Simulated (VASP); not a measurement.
# CaMg (P4mm) in VASP: notebook

CaMg is run at these levels: LDA; tasks: single point.

Program: VASP 6.6.1. These are calculated values, not measurements. Logs are shortened: lines on timing, memory, paths and dates and some standing lists are left out, and cuts for length are marked.

## 1. The cell of the first run

The structure is tetragonal, space group P4mm (No. 99). Conventional cell: a = 3.826 Å, b = 3.826 Å, c = 3.826 Å, α = 90.00°, β = 90.00°, γ = 90.00°. Ca (site symmetry 4mm) has 8 Mg at 3.19 to 3.44 Å and 6 Ca at 3.83 Å within 4.2 Å. Mg (site symmetry 4mm) has 8 Ca at 3.19 to 3.44 Å and 6 Mg at 3.83 Å within 4.2 Å.

## 2. Single point, LDA (atoms displaced along a vibrational mode, the cell strained)

Input file INCAR:

```
SYSTEM = CaMg
PREC     = Accurate       ! precision mode
ENCUT    = 520            ! plane-wave cutoff, eV
EDIFF    = 1E-6           ! SCF threshold, eV
ISMEAR   = 0              ! smearing method
SIGMA    = 0.15           ! smearing width, eV
LREAL    = .FALSE.        ! projectors in reciprocal space
LASPH    = .TRUE.         ! aspherical terms in the spheres
NELM     = 80             ! most SCF steps
ALGO     = Fast           ! electronic algorithm
ISIF     = 2              ! what is computed and relaxed
LWAVE    = .FALSE.        ! write WAVECAR
LCHARG   = .FALSE.        ! write CHGCAR
NBANDS   = 13             ! bands
```

Input file KPOINTS:

```
Automatic mesh
0
G
  12 12 12
  0 0 0
```

Input file POSCAR:

```
CaMg
1.0
    3.8262479978      0.0000000000      0.0000000000
    0.0000000000      3.8262479978      0.0000000000
    0.0000000000      0.0000000000      3.8262479978
Ca Mg
1 1
Direct
    0.0213764553      0.0000000000      0.0000000000
    0.4647510564      0.5000000000      0.5000000000
```

Potentials or basis: VASP PAW LDA potentials, release 64 (Ca_sv, Mg).

Started as:

```console
cat potpaw_LDA.64/Ca_sv/POTCAR potpaw_LDA.64/Mg/POTCAR > POTCAR
mpirun -np 1 vasp_std > vasp.out
```

OUTCAR:

```text
SYSTEM = CaMg
   PREC = Accurate
   ENCUT = 520
   EDIFF = 1E-6
   ISMEAR = 0
   LREAL = .FALSE.
   LASPH = .TRUE.
   NELM = 80
   ISIF = 2

 ion  position               nearest neighbor table
   1  0.021  0.000  0.000-   2 3.19   2 3.19   2 3.19   2 3.19
   2  0.465  0.500  0.500-   1 3.19   1 3.19   1 3.19   1 3.19

  LATTYP: Found a simple cubic cell.
 ALAT       =     3.8262479978

  Lattice vectors:

 A1 = (   3.8262479978,   0.0000000000,   0.0000000000)
 A2 = (   0.0000000000,   3.8262479978,   0.0000000000)
 A3 = (   0.0000000000,   0.0000000000,   3.8262479978)

Analysis of symmetry for initial positions (statically):
=====================================================================
 Subroutine PRICEL returns:
 Original cell was already a primitive cell.

 Routine SETGRP: Setting up the symmetry group for a
 simple cubic supercell.

 Subroutine GETGRP returns: Found  8 space group operations
 (whereof  8 operations were pure point group operations)
 out of a pool of 48 trial point group operations.

The static configuration has the point symmetry C_4v.

Analysis of symmetry for dynamics (positions and initial velocities):
=====================================================================
 Subroutine PRICEL returns:
 Original cell was already a primitive cell.

 Routine SETGRP: Setting up the symmetry group for a
 simple cubic supercell.

 Subroutine GETGRP returns: Found  8 space group operations
 (whereof  8 operations were pure point group operations)
 out of a pool of 48 trial point group operations.

The dynamic configuration has the point symmetry C_4v.

 Subroutine INISYM returns: Found  8 space group operations
 (whereof  8 operations are pure point group operations),
 and found     1 'primitive' translations

----------------------------------------------------------------------------------------

                                     Primitive cell

  volume of cell :      56.0169

  direct lattice vectors                    reciprocal lattice vectors
     3.826247998  0.000000000  0.000000000     0.261352636  0.000000000  0.000000000
     0.000000000  3.826247998  0.000000000     0.000000000  0.261352636  0.000000000
     0.000000000  0.000000000  3.826247998     0.000000000  0.000000000  0.261352636

  length of vectors
     3.826247998  3.826247998  3.826247998     0.261352636  0.261352636  0.261352636

  position of ions in fractional coordinates (direct lattice)
     0.021376455  0.000000000  0.000000000
     0.464751056  0.500000000  0.500000000

[... 82 lines left out ...]
   ISIF   =      2    stress and relaxation
   ISYM   =      2    0-nonsym 1-usesym 2-fastsym
   POTIM  = 0.5000    time-step for ionic-motion
   TEBEG  =    0.0;   TEEND  =   0.0 temperature during run
   PSTRESS=    0.0 pullay stress
   NELECT =      12.0000    total number of electrons
   NUPDOWN=      -1.0000    fix difference up-down
   EMIN   =  10.00;   EMAX   =-10.00  energy-range for DOS
   EFERMI =   0.00;   METHOD = LEGACY
   ISMEAR =     0;   SIGMA  =   0.15  broadening in eV -4-tet -1-fermi 0-gaus
   EFERMI_NEDOS =   21; number of points for ismear=-14 and -15
   IALGO  =     68    algorithm
   IMIX   =      4    mixing-type and parameters
     AMIX     =   0.40;   BMIX     =  1.00
     AMIX_MAG =   1.60;   BMIX_MAG =  1.00
  volume/ion in A,a.u.               =      28.01       189.01
  Fermi-wavevector in a.u.,A,eV,Ry     =   0.979555  1.851090 13.055169  0.959528
  Thomas-Fermi vector in A             =   2.110417
   LORBIT       =      0    0 simple, 1 ext, 2 COOP (PROOUT), +10 PAW based schemes
   GGA     = CA    functional components
   LHFCALC =     F    Hartree Fock is set to
   AEXX    =    0.0000 exact exchange contribution
   IVDW    =     0    specifies the selected vdW correction
   LEPSILON=     F    determine dielectric tensor
   LRPA    =     F    only Hartree local field effects (RPA)
 non-spin polarized calculation
 RMM-DIIS sequential band-by-band and
 Gauss-broadening in eV      SIGMA  =   0.15
  energy-cutoff  :      520.00
  volume of cell :       56.02
 maximum number of plane-waves:      1532
   NGX = 15   NGY = 15   NGZ = 15

 number of electron      12.0000004 magnetization

 Free energy of the ion-electron system (eV)
  ---------------------------------------------------
  ext. energy  EPLUGINS =         0.00000000
  ---------------------------------------------------
  free energy    TOTEN  =        -4.22543848 eV

  energy without entropy =       -4.20606454  energy(sigma->0) =       -4.21575151

 E-fermi :   2.4658     XC(G=0):  -8.7429

 val. band max:        2.4631528119   @ k =   0.0000   0.3333   0.3333
 cond. band min:       2.4676632099   @ k =   0.1667   0.0000   0.2500
 fundamental gap:      0.0045103980
 Fermi energy:         2.4658020236

 k-point     1 :       0.0000    0.0000    0.0000
  band No.  band energies     occupation
      1     -38.3071      2.00000
      2     -19.5894      2.00000
      3     -19.5894      2.00000
      4     -19.5892      2.00000
      5      -2.9147      2.00000
      6       3.3625      0.00000
      7       3.3627      0.00000
      8       6.4114      0.00000
      9       6.4114      0.00000
     10       6.4496      0.00000
     11       6.9729      0.00000
     12       6.9766      0.00000
     13       6.9766      0.00000
[... 354 lines left out ...]
  band No.  band energies     occupation
      1     -38.3012      2.00000
      2     -19.6716      2.00000
      3     -19.5891      2.00000
      4     -19.5814      2.00000
      5      -1.6258      2.00000
      6       1.4997      2.00000
      7       3.8671      0.00000
      8       4.9116      0.00000
      9       5.0459      0.00000
     10       6.4716      0.00000
     11       6.8230      0.00000
     12       8.7114      0.00000
     13       9.3615      0.00000

 [... further k-points ...]
[... 5 lines left out ...]
  --------------------------------------------------------------------------------------
  -------------------------------------------------------------------------------------
  Total        0.2134357      0.4223384      0.4223384     -0.0000000     -0.0000000      0.0000000
  in kB        6.1046142     12.0795783     12.0795783     -0.0000000     -0.0000000      0.0000000
  external PRESSURE =      10.0879236 kB  Pullay stress =       0.0000000 kB

 VOLUME and BASIS-vectors are now :
 -----------------------------------------------------------------------------
  energy-cutoff  :      520.00
  volume of cell :       56.02
      direct lattice vectors                 reciprocal lattice vectors
     3.826247998  0.000000000  0.000000000     0.261352636  0.000000000  0.000000000
     0.000000000  3.826247998  0.000000000     0.000000000  0.261352636  0.000000000
     0.000000000  0.000000000  3.826247998     0.000000000  0.000000000  0.261352636

 POSITION                                       TOTAL-FORCE (eV/Angst)
 -----------------------------------------------------------------------------------
      0.08179      0.00000      0.00000        -0.580543     -0.000000      0.000000
      1.77825      1.91312      1.91312         0.580543      0.000000     -0.000000
 -----------------------------------------------------------------------------------
    total drift:                                0.000642     -0.000000      0.000000

  FREE ENERGIE OF THE ION-ELECTRON SYSTEM (eV)
  ---------------------------------------------------
  free  energy   TOTEN  =        -4.2254384819 eV

  energy  without entropy=       -4.2060645420  energy(sigma->0) =       -4.21575151
```

stdout:

```text
POSCAR found type information on POSCAR CaMg
 POSCAR found :  2 types and       2 ions
 scaLAPACK will be used
 LDA part: xc-table for (Slater(with rela. corr.)+CA(PZ))
 , standard interpolation
 POSCAR, INCAR and KPOINTS ok, starting setup
 FFT: planning ... GRIDC
 FFT: planning ... GRID_SOFT
 FFT: planning ... GRID
 WAVECAR not read
 entering main loop
```

Wall time 44 s (1 thread of Intel Xeon 6975P-C (Granite Rapids), shared host); peak memory 0.27 GiB.

Results:

| Quantity | Value |
| --- | --- |
| Free energy | -4.2254 eV |
| Pressure | 1.0 GPa |
| Largest force | 0.581 eV/Å |
| Band gap on the k mesh | zero (bands 6 and 7 overlap by 1.30 eV) |

Forces on the atoms (eV/Å):
```
Ca  -0.581  0.000  0.000
Mg   0.581  0.000  0.000
```

Caveat: the cell differs from its parent crystal (atoms displaced along a vibrational mode, the cell strained).

## 3. Single point, LDA (atoms displaced along a vibrational mode, the cell strained)

Input file INCAR:

```
SYSTEM = CaMg
ALGO = Fast
EDIFF = 1E-6
ENCUT = 520
GGA = CA
ISIF = 2
ISMEAR = 0
LASPH = .TRUE.
LCHARG = .FALSE.
LREAL = .FALSE.
LWAVE = .FALSE.
NBANDS = 13
NELM = 60
PREC = Accurate
SIGMA = 0.15
```

Input file KPOINTS:

```
k-points
0
G
  12 12 12
  0 0 0
```

Input file POSCAR:

```
CaMg
1.0
    3.8262479978      0.0000000000      0.0000000000
    0.0000000000      3.8262479978      0.0000000000
    0.0000000000      0.0000000000      3.8262479978
Ca Mg
1 1
Direct
    0.0171011642      0.0000000000      0.0000000000
    0.4718008451      0.5000000000      0.5000000000
```

Potentials or basis: VASP PAW LDA potentials, release 64 (Ca_sv, Mg).

Started as:

```console
cat potpaw_LDA.64/Ca_sv/POTCAR potpaw_LDA.64/Mg/POTCAR > POTCAR
mpirun -np 1 vasp_std > vasp.out
```

Run time: 45 s. Hardware: 1 thread of Intel Xeon 6975P-C (Granite Rapids), shared host; peak memory 0.26 GiB.

The run converged. Its results:

- Free energy: -4.2481 eV
- Pressure: 0.9 GPa
- Largest force: 0.466 eV/Å
- Band gap on the k mesh: zero (bands 6 and 7 overlap by 1.31 eV)

Forces in eV/Å, atoms in the order of the input:
```
Ca  -0.466  0.000  0.000
Mg   0.466  0.000  0.000
```

Stress tensor (GPa, compression positive):
```
0.63 0.00 0.00
0.00 1.01 0.00
0.00 0.00 1.01
```

Levels at points of the mesh, in eV from the Fermi level:
```
           k point  band 4  band 5  band 6  band 7  band 8  band 9
(0.00, 0.00, 0.00)  -22.06   -5.38    0.90    0.90    3.97    3.97
(0.50, 0.00, 0.00)  -22.05   -2.99   -2.50    1.71    2.36    2.36
(0.00, 0.50, 0.00)  -22.05   -2.96   -2.53    1.72    2.33    2.37
(0.50, 0.50, 0.00)  -22.04   -1.97   -0.24   -0.21    0.36    2.90
(0.00, 0.50, 0.50)  -22.04   -1.98   -0.21   -0.21    0.35    2.94
(0.50, 0.50, 0.50)  -22.14   -0.43   -0.41   -0.41    1.75    3.02
```

Caveat: the cell differs from its parent crystal (atoms displaced along a vibrational mode, the cell strained).
